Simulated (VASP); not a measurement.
Write the native input for VASP 6.6.1 that does the following.

- Task: single point
- Functional: PBE
- Potentials or basis: VASP PAW PBE potentials, release 64 (Au, Zn)
- Cutoff: 520 eV
- k mesh: 8 × 8 × 8
- Occupations: fermi-dirac, width 0.05 eV
- Spin: no spin polarisation
- Dipole correction: no
- Further INCAR settings: ALGO = Normal; EDIFF = 1e-06; NBANDS = 18

The structure of ZnAu lies in POSCAR:

```
ZnAu
1.0
    3.1258785582      0.0000000000      0.0000000000
    0.0000000000      3.1258785582      0.0000000000
    0.0000000000      0.0000000000      3.1258785582
Au Zn
1 1
Direct
    0.0000000000      0.0000000000      0.0000000000
    0.5000000000      0.5000000000      0.5000000000
```

This cell differs from its parent crystal: volume scaled by 0.98.

One way to write it, as run:

INCAR

```
SYSTEM = ZnAu
PREC = Accurate
ENCUT = 520
EDIFF = 1E-6
ISMEAR = -1
SIGMA = 0.05
LREAL = .False.
LASPH = .True.
NELM = 80
ALGO = Normal
ISIF = 2
LWAVE = .False.
LCHARG = .False.
GGA = PE
NBANDS = 18
```

KPOINTS

```
Automatic mesh
0
Gamma
  8 8 8
  0 0 0
```

Potentials or basis: VASP PAW PBE potentials, release 64 (Au, Zn).

Launch:

```bash
$ cat potpaw_PBE.64/Au/POTCAR potpaw_PBE.64/Zn/POTCAR > POTCAR
$ mpirun -np 1 vasp_std > vasp.out
```

It gave:

```yaml
Pressure: 8.3 GPa
```

It took 11 s on 1 thread of AMD EPYC 7R13 Processor (Zen 3) (shared host), peak memory 0.12 GiB.
